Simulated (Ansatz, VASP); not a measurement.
**Ir: VASP beside Ansatz**

```
CELL_PARAMETERS angstrom
0.00000 1.88873 1.98317
1.88873 0.00000 1.98317
1.88873 1.88873 0.00000
ATOMIC_POSITIONS crystal
Ir 0.00000 0.00000 0.00000
```

Alike in both runs: task single point; functional PBEsol; k mesh 24 × 24 × 24; occupations gaussian, width 0.15 eV; no spin polarisation.

|  | VASP | Ansatz |
| --- | --- | --- |
| version | VASP 6.6.1 | Ansatz 0.2.0 |
| potentials or method | VASP PAW PBE potentials, release 64 (Ir), cutoff 520 eV | scalar-relativistic, plane waves, PAW |
| valence electrons in the cell | 9 | 17 |

VASP gave:

```
gap on the k mesh at the Fermi level (eV)                     : none
pressure (GPa)                                                : -1.1
traceless stress, the component that is largest in VASP (GPa) : -12.72
```

Question: What did Ansatz give for the same quantities?

Answer: gap on the k mesh at the Fermi level (eV): none; pressure (GPa): -2.0; traceless stress, the component that is largest in VASP (GPa): -12.75.

VASP's potentials were made for PBE, not for PBEsol. A gap of «none» marks a metal or a gap that the smearing closes. VASP's potentials hold 9 valence electrons a cell and Ansatz's 17, so a difference there can come from the potentials and not from the codes.

Spin-orbit coupling is off throughout.
